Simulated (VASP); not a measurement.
# Sc (P6_3/mmc) in VASP: notebook

The runs below take Sc through single point, with PBE.

All numbers are computed with VASP 6.6.1; they aren't measurements. Logs are shortened: lines on timing, memory, paths and dates and some standing lists are left out, and cuts for length are marked.

## Step 1: The cell of the first run

It takes space group P6_3/mmc (No. 194, hexagonal). Conventional cell: a = 3.206 Å, b = 3.206 Å, c = 10.231 Å, α = 90.00°, β = 90.00°, γ = 120.00°. Sc (site symmetry -3m) has 12 Sc at 3.16 to 3.21 Å within 4.2 Å. Sc (site symmetry -6m2) has 12 Sc at 3.16 to 3.21 Å within 4.2 Å.

## Step 2: Single point, PBE (volume scaled by 0.92)

INCAR

```
PREC     = Accurate       # precision mode
ENCUT    = 520            # plane-wave cutoff, eV
EDIFF    = 1E-7           # SCF threshold, eV
ISMEAR   = -1             # smearing method
SIGMA    = 0.1            # smearing width, eV
LREAL    = F              # projectors in reciprocal space
LASPH    = T              # aspherical terms in the spheres
NELM     = 60             # most SCF steps
ALGO     = Normal         # electronic algorithm
ISIF     = 2              # what is computed and relaxed
LWAVE    = F              # write WAVECAR
LCHARG   = F              # write CHGCAR
GGA      = PE             # functional
NBANDS   = 30             # bands
```

KPOINTS

```
regular mesh
0
Gamma
  12 12 4
```

POSCAR

```
Sc
1.0
    3.2055554423      0.0000000000      0.0000000000
   -1.6027777212      2.7760924463      0.0000000000
    0.0000000000      0.0000000000     10.2314395848
Sc
4
Direct
    0.0000000000      1.0000000000      0.0000000000
    0.0000000000      1.0000000000      0.5000000000
    0.3333333333      0.6666666667      0.2500000000
    0.6666666667      0.3333333333      0.7500000000
```

Potentials or basis: VASP PAW PBE potentials, release 64 (Sc_sv).

On the command line:

```sh
$ cat potpaw_PBE.64/Sc_sv/POTCAR > POTCAR
$ mpirun -np 1 vasp_std > vasp.out
```

OUTCAR:

```text
PREC = Accurate
   ENCUT = 520
   EDIFF = 1E-7
   ISMEAR = -1
   LREAL = F
   LASPH = T
   NELM = 60
   ISIF = 2
   GGA = PE

 ion  position               nearest neighbor table
   1  0.000  0.000  0.000-   3 3.16   4 3.16   4 3.16   3 3.16   4 3.16   3 3.16
   2  0.000  0.000  0.500-   3 3.16   4 3.16   4 3.16   3 3.16   4 3.16   3 3.16
   3  0.333  0.667  0.250-   1 3.16   2 3.16   1 3.16   2 3.16   1 3.16   2 3.16
   4  0.667  0.333  0.750-   1 3.16   2 3.16   1 3.16   2 3.16   1 3.16   2 3.16

  LATTYP: Found a hexagonal cell.
 ALAT       =     3.2055554423
 C/A-ratio  =     3.1917836921

  Lattice vectors:

 A1 = (   3.2055554423,   0.0000000000,   0.0000000000)
 A2 = (  -1.6027777212,   2.7760924463,   0.0000000000)
 A3 = (   0.0000000000,   0.0000000000,  10.2314395848)

Analysis of symmetry for initial positions (statically):
=====================================================================
 Subroutine PRICEL returns:
 Original cell was already a primitive cell.

 Routine SETGRP: Setting up the symmetry group for a
 hexagonal supercell.

 Subroutine GETGRP returns: Found 24 space group operations
 (whereof 12 operations were pure point group operations)
 out of a pool of 24 trial point group operations.

The static configuration has the point symmetry D_3d.
 The point group associated with its full space group is D_6h.

Analysis of symmetry for dynamics (positions and initial velocities):
=====================================================================
 Subroutine PRICEL returns:
 Original cell was already a primitive cell.

 Routine SETGRP: Setting up the symmetry group for a
 hexagonal supercell.

 Subroutine GETGRP returns: Found 24 space group operations
 (whereof 12 operations were pure point group operations)
 out of a pool of 24 trial point group operations.

The dynamic configuration has the point symmetry D_3d.
 The point group associated with its full space group is D_6h.

 Subroutine INISYM returns: Found 24 space group operations
 (whereof 12 operations are pure point group operations),
 and found     1 'primitive' translations

----------------------------------------------------------------------------------------

                                     Primitive cell

  volume of cell :      91.0487

  direct lattice vectors                    reciprocal lattice vectors
     3.205555442  0.000000000  0.000000000     0.311958417  0.180109276  0.000000000
    -1.602777721  2.776092446  0.000000000     0.000000000  0.360218552  0.000000000
     0.000000000  0.000000000 10.231439585     0.000000000  0.000000000  0.097737957

  length of vectors
     3.205555442  3.205555442 10.231439585     0.360218552  0.360218552  0.097737957

  position of ions in fractional coordinates (direct lattice)
     0.000000000  0.000000000  0.000000000
     0.000000000  0.000000000  0.500000000
     0.333333333  0.666666667  0.250000000
     0.666666667  0.333333333  0.750000000

  ion indices of the primitive-cell ions
   primitive index   ion index
                 1           1
                 2           2
                 3           3
                 4           4

----------------------------------------------------------------------------------------

 KPOINTS: regular mesh

Automatic generation of k-mesh.
 Grid dimensions read from file:
 generate k-points for:   12   12    4

 Generating k-lattice:

  Cartesian coordinates                     Fractional coordinates (reciprocal lattice)
     0.025996535  0.015009106  0.000000000     0.083333333  0.000000000  0.000000000
     0.000000000  0.030018213  0.000000000     0.000000000  0.083333333  0.000000000
     0.000000000  0.000000000  0.024434489     0.000000000  0.000000000  0.250000000

  Length of vectors
     0.030018213  0.030018213  0.024434489

  Shift w.r.t. Gamma in fractional coordinates (k-lattice)
     0.000000000  0.000000000  0.000000000

 Subroutine IBZKPT returns following result:
 ===========================================

 Found     57 irreducible k-points:

 Following reciprocal coordinates:
            Coordinates               Weight
  0.000000  0.000000  0.000000      1.000000
  0.083333  0.000000  0.000000      6.000000
  0.166667 -0.000000  0.000000      6.000000
  0.250000  0.000000  0.000000      6.000000
  0.333333 -0.000000  0.000000      6.000000
  0.416667  0.000000  0.000000      6.000000
[... 16 lines left out ...]
  0.250000  0.000000  0.250000     12.000000
  0.333333 -0.000000  0.250000     12.000000
 [... further k-points ...]
   k-points           NKPTS =     57   k-points in BZ     NKDIM =     57   number of bands    NBANDS=     30
   number of dos      NEDOS =    301   number of ions     NIONS =      4
   total plane-waves  NPLWV =  46080
   dimension x,y,z NGX =    24 NGY =   24 NGZ =   80
   dimension x,y,z NGXF=    48 NGYF=   48 NGZF=  160
   ions per type =               4
   NGX,Y,Z   is equivalent  to a cutoff of  12.45, 12.45, 13.00 a.u.
[... 42 lines left out ...]
 non-spin polarized calculation
  energy-cutoff  :      520.00
  volume of cell :       91.05
 maximum number of plane-waves:      2478
 NGX is ok and might be reduce to    24
   NGX = 11   NGY = 11   NGZ = 39

 number of electron      43.9999991 magnetization

 Free energy of the ion-electron system (eV)
  ---------------------------------------------------
  ext. energy  EPLUGINS =         0.00000000
  ---------------------------------------------------
  free energy    TOTEN  =       -24.91547394 eV

  energy without entropy =      -24.68942448  energy(sigma->0) =      -24.80244921

 E-fermi :   4.1968     XC(G=0): -10.1990

 val. band max:        4.1866396050   @ k =   0.1667   0.0833   0.5000
 cond. band min:       4.2095780935   @ k =   0.3333  -0.0000   0.0000
 fundamental gap:      0.0229384885
 Fermi energy:         4.1968245464

 k-point     1 :       0.0000    0.0000    0.0000
  band No.  band energies     occupation
      1     -45.0250      2.00000
      2     -44.9865      2.00000
      3     -44.9717      2.00000
      4     -44.9328      2.00000
      5     -23.9222      2.00000
      6     -23.6738      2.00000
[... 22 lines left out ...]
     29       6.1231      0.00000
     30       6.1737      0.00000

 k-point     2 :       0.0833    0.0000    0.0000
  band No.  band energies     occupation
      1     -45.0203      2.00000
      2     -44.9831      2.00000
      3     -44.9684      2.00000
      4     -44.9308      2.00000
      5     -23.9104      2.00000
      6     -23.6775      2.00000
[... 22 lines left out ...]
     29       6.1892      0.00000
     30       6.2376      0.00000

 k-point     3 :       0.1667   -0.0000    0.0000
  band No.  band energies     occupation
      1     -45.0072      2.00000
      2     -44.9740      2.00000
      3     -44.9591      2.00000
      4     -44.9256      2.00000
      5     -23.8771      2.00000
      6     -23.6946      2.00000
[... 22 lines left out ...]
     29       6.1426      0.00000
     30       6.5509      0.00000

 k-point     4 :       0.2500    0.0000    0.0000
  band No.  band energies     occupation
      1     -44.9885      2.00000
      2     -44.9614      2.00000
      3     -44.9465      2.00000
      4     -44.9192      2.00000
      5     -23.8300      2.00000
      6     -23.7339      2.00000
[... 22 lines left out ...]
     29       6.1412      0.00000
     30       6.5268      0.00000

 k-point     5 :       0.3333   -0.0000    0.0000
  band No.  band energies     occupation
      1     -44.9684      2.00000
      2     -44.9488      2.00000
      3     -44.9339      2.00000
      4     -44.9141      2.00000
      5     -23.8210      2.00000
      6     -23.8057      2.00000
[... 22 lines left out ...]
     29       5.9606      0.00000
     30       6.7236      0.00000
[... 526 lines left out ...]
     29       6.1294      0.00000
     30       6.1775      0.00000

 k-point    22 :       0.1667   -0.0000    0.2500
  band No.  band energies     occupation
      1     -45.0042      2.00000
      2     -44.9836      2.00000
      3     -44.9495      2.00000
      4     -44.9286      2.00000
      5     -23.8624      2.00000
      6     -23.7575      2.00000
[... 22 lines left out ...]
     29       6.1997      0.00000
     30       6.2587      0.00000

 k-point    23 :       0.2500    0.0000    0.2500
  band No.  band energies     occupation
      1     -44.9860      2.00000
      2     -44.9689      2.00000
      3     -44.9390      2.00000
      4     -44.9217      2.00000
      5     -23.8234      2.00000
      6     -23.7709      2.00000
[... 22 lines left out ...]
     29       6.1115      0.00000
     30       6.3850      0.00000

 k-point    24 :       0.3333   -0.0000    0.2500
  band No.  band energies     occupation
      1     -44.9665      2.00000
      2     -44.9538      2.00000
      3     -44.9289      2.00000
      4     -44.9160      2.00000
      5     -23.8241      2.00000
      6     -23.7851      2.00000
[... 22 lines left out ...]
     29       5.9436      0.00000
     30       6.3952      0.00000

 [... further k-points ...]
[... 5 lines left out ...]
  --------------------------------------------------------------------------------------
  -------------------------------------------------------------------------------------
  Total        2.7858813      2.7858813      2.8445740     -0.0000000      0.0000000     -0.0000000
  in kB       49.0229256     49.0229256     50.0557372     -0.0000000      0.0000000     -0.0000000
  external PRESSURE =      49.3671961 kB  Pullay stress =       0.0000000 kB

 VOLUME and BASIS-vectors are now :
 -----------------------------------------------------------------------------
  energy-cutoff  :      520.00
  volume of cell :       91.05
      direct lattice vectors                 reciprocal lattice vectors
     3.205555442  0.000000000  0.000000000     0.311958417  0.180109276  0.000000000
    -1.602777721  2.776092446  0.000000000     0.000000000  0.360218552  0.000000000
     0.000000000  0.000000000 10.231439585     0.000000000  0.000000000  0.097737957

 POSITION                                       TOTAL-FORCE (eV/Angst)
 -----------------------------------------------------------------------------------
      0.00000      0.00000      0.00000         0.000000      0.000000      0.000000
      0.00000      0.00000      5.11572         0.000000      0.000000      0.000000
     -0.00000      1.85073      2.55786         0.000000     -0.000000     -0.000000
      1.60278      0.92536      7.67358        -0.000000      0.000000     -0.000000
 -----------------------------------------------------------------------------------
    total drift:                               -0.000000      0.000000     -0.000000

  FREE ENERGIE OF THE ION-ELECTRON SYSTEM (eV)
  ---------------------------------------------------
  free  energy   TOTEN  =       -24.9154739375 eV

  energy  without entropy=      -24.6894244843  energy(sigma->0) =      -24.80244921
```

It took 1.9 min on 1 thread of Intel Xeon 6975P-C, shared host; peak memory 0.27 GiB.

Results:

- Free energy: -24.9155 eV
- Pressure: 4.9 GPa
- Band gap on the k mesh: zero (band 22 reaches 5.06 eV, above the bottom of band 23 at 3.77 eV)

Levels at points of the mesh, in eV from the Fermi level:
| k point | band 19 | band 20 | band 21 | band 22 | band 23 | band 24 | band 25 | band 26 |
| --- | --- | --- | --- | --- | --- | --- | --- | --- |
| (0.00, 0.00, 0.00) | -3.71 | -1.80 | 0.58 | 0.86 | 0.92 | 1.55 | 1.55 | 1.59 |
| (0.50, 0.00, 0.00) | -1.31 | -1.21 | -0.55 | -0.37 | -0.36 | 0.28 | 0.89 | 1.40 |
| (0.00, 0.00, 0.50) | -2.37 | -2.37 | 0.51 | 0.51 | 1.52 | 1.52 | 1.66 | 1.66 |
| (0.50, 0.00, 0.50) | -1.44 | -1.44 | -0.53 | -0.53 | 0.07 | 0.07 | 1.33 | 1.33 |

Caveat: the cell differs from its parent crystal (volume scaled by 0.92).

## Step 3: Single point, PBE (volume scaled by 0.96)

INCAR

```
SYSTEM = Sc
  PREC = Accurate
  ENCUT = 520
  EDIFF = 1E-7
  ISMEAR = -1
  SIGMA = 0.1
  LREAL = .FALSE.
  LASPH = .TRUE.
  NELM = 80
  ALGO = Normal
  ISIF = 2
  LWAVE = .FALSE.
  LCHARG = .FALSE.
  GGA = PE
  NBANDS = 30
```

KPOINTS

```
regular mesh
0
G
  12 12 4
  0 0 0
```

POSCAR

```
Sc
1.0
    3.2513552793      0.0000000000      0.0000000000
   -1.6256776396      2.8157562686      0.0000000000
    0.0000000000      0.0000000000     10.3776227576
Sc
4
Direct
    0.0000000000      1.0000000000      0.0000000000
    0.0000000000      1.0000000000      0.5000000000
    0.3333333333      0.6666666667      0.2500000000
    0.6666666667      0.3333333333      0.7500000000
```

Potentials or basis: VASP PAW PBE potentials, release 64 (Sc_sv).

On the command line:

```sh
$ cat potpaw_PBE.64/Sc_sv/POTCAR > POTCAR
$ mpirun -np 1 vasp_std > vasp.out
```

It took 2 min on 1 thread of Intel Xeon 6975P-C, shared host; peak memory 0.27 GiB.

The run converged. Its results:

```
Free energy            : -25.0054 eV
Pressure               : 2.3 GPa
Band gap on the k mesh : zero (band 22 reaches 4.78 eV, above the bottom of band 23 at 3.55 eV)
```

Levels at points of the mesh, in eV from the Fermi level:
| k point | band 19 | band 20 | band 21 | band 22 | band 23 | band 24 | band 25 | band 26 |
| --- | --- | --- | --- | --- | --- | --- | --- | --- |
| (0.00, 0.00, 0.00) | -3.69 | -1.74 | 0.48 | 0.84 | 0.90 | 1.50 | 1.50 | 1.54 |
| (0.50, 0.00, 0.00) | -1.26 | -1.20 | -0.52 | -0.36 | -0.33 | 0.23 | 0.87 | 1.30 |
| (0.00, 0.00, 0.50) | -2.35 | -2.35 | 0.46 | 0.46 | 1.48 | 1.48 | 1.61 | 1.61 |
| (0.50, 0.00, 0.50) | -1.37 | -1.37 | -0.48 | -0.48 | 0.02 | 0.02 | 1.27 | 1.27 |

Caveat: the cell differs from its parent crystal (volume scaled by 0.96).

## Step 4: Single point, PBE

This run uses another cell than the first one, of 24.74 Å³/atom, 1.087 times its volume.

INCAR

```
PREC     = Accurate       # precision mode
ENCUT    = 520            # plane-wave cutoff, eV
EDIFF    = 1E-7           # SCF threshold, eV
ISMEAR   = -1             # smearing method
SIGMA    = 0.1            # smearing width, eV
LREAL    = F              # projectors in reciprocal space
LASPH    = T              # aspherical terms in the spheres
NELM     = 80             # most SCF steps
ALGO     = Normal         # electronic algorithm
ISIF     = 2              # what is computed and relaxed
LWAVE    = F              # write WAVECAR
LCHARG   = F              # write CHGCAR
GGA      = PE             # functional
NBANDS   = 30             # bands
```

KPOINTS

```
regular mesh
0
Gamma
  12 12 4
```

POSCAR

```
Sc
1.0
    3.2958999280      0.0000000000      0.0000000000
   -1.6479499640      2.8543330660      0.0000000000
    0.0000000000      0.0000000000     10.5197996409
Sc
4
Direct
    0.0000000000      1.0000000000      0.0000000000
    0.0000000000      1.0000000000      0.5000000000
    0.3333333333      0.6666666667      0.2500000000
    0.6666666667      0.3333333333      0.7500000000
```

On the command line:

```sh
$ cat potpaw_PBE.64/Sc_sv/POTCAR > POTCAR
$ mpirun -np 1 vasp_std > vasp.out
```

Run time: 3.1 min. Hardware: 1 thread of Intel Xeon 6975P-C, shared host; peak memory 0.31 GiB.

The run converged. Its results:

```
Free energy            : -25.0343 eV
Pressure               : 0.0 GPa
Band gap on the k mesh : zero (band 22 reaches 4.51 eV, above the bottom of band 23 at 3.34 eV)
```

Levels at points of the mesh, in eV from the Fermi level:
```tsv
k point	band 19	band 20	band 21	band 22	band 23	band 24	band 25	band 26
(0.00, 0.00, 0.00)	-3.66	-1.69	0.40	0.82	0.87	1.46	1.46	1.49
(0.50, 0.00, 0.00)	-1.21	-1.18	-0.49	-0.35	-0.31	0.19	0.86	1.22
(0.00, 0.00, 0.50)	-2.33	-2.33	0.43	0.43	1.43	1.43	1.56	1.56
(0.50, 0.00, 0.50)	-1.31	-1.31	-0.44	-0.44	-0.03	-0.03	1.21	1.21
```

## Step 5: Single point, PBE (volume scaled by 1.04)

Changes to INCAR since step 4:

```diff
@@ -2,3 +2,3 @@
 ENCUT    = 520            # plane-wave cutoff, eV
-EDIFF    = 1E-7           # SCF threshold, eV
+EDIFF    = 1E-6           # SCF threshold, eV
 ISMEAR   = -1             # smearing method
```

KPOINTS

```
Automatic mesh
0
Gamma
  12 12 4
```

POSCAR

```
Sc
1.0
    3.3392720061      0.0000000000      0.0000000000
   -1.6696360031      2.8918943874      0.0000000000
    0.0000000000      0.0000000000     10.6582339325
Sc
4
Direct
    0.0000000000      1.0000000000      0.0000000000
    0.0000000000      1.0000000000      0.5000000000
    0.3333333333      0.6666666667      0.2500000000
    0.6666666667      0.3333333333      0.7500000000
```

On the command line:

```sh
$ cat potpaw_PBE.64/Sc_sv/POTCAR > POTCAR
$ mpirun -np 1 vasp_std > vasp.out
```

Wall time 3 min (1 thread of Intel Xeon 6975P-C, shared host); peak memory 0.31 GiB.

It converged, with:

| Item | Value |
| --- | --- |
| Free energy | -25.0116 eV |
| Pressure | -1.9 GPa |
| Band gap on the k mesh | zero (band 22 reaches 4.26 eV, above the bottom of band 23 at 3.15 eV) |

Levels at points of the mesh, in eV from the Fermi level:
```tsv
k point	band 19	band 20	band 21	band 22	band 23	band 24	band 25	band 26
(0.00, 0.00, 0.00)	-3.62	-1.65	0.33	0.80	0.85	1.41	1.41	1.44
(0.50, 0.00, 0.00)	-1.17	-1.17	-0.46	-0.34	-0.29	0.15	0.84	1.15
(0.00, 0.00, 0.50)	-2.30	-2.30	0.39	0.39	1.39	1.39	1.51	1.51
(0.50, 0.00, 0.50)	-1.26	-1.26	-0.40	-0.40	-0.06	-0.06	1.16	1.16
```

Caveat: the cell differs from its parent crystal (volume scaled by 1.04).

## Step 6: Overview

| cell | gap on the mesh (eV) | pressure (GPa) |
| --- | --- | --- |
| a = 3.206, b = 3.206, c = 10.231 Å, angles 90.0, 90.0, 120.0°, 4 atoms | none | 4.9 |
| a = 3.251, b = 3.251, c = 10.378 Å, angles 90.0, 90.0, 120.0°, 4 atoms | none | 2.3 |
| a = 3.296, b = 3.296, c = 10.520 Å, angles 90.0, 90.0, 120.0°, 4 atoms | none | 0.0 |
| a = 3.339, b = 3.339, c = 10.658 Å, angles 90.0, 90.0, 120.0°, 4 atoms | none | -1.9 |

Alike in all rows: task single point; level PBE; potentials or basis VASP PAW PBE potentials, release 64 (Sc_sv); no spin polarisation; k mesh 12 × 12 × 4; cutoff (eV) 520; smearing fermi-dirac 0.1 eV.

Total energies depend on the potentials used, so only differences within one code and one set of settings carry meaning.
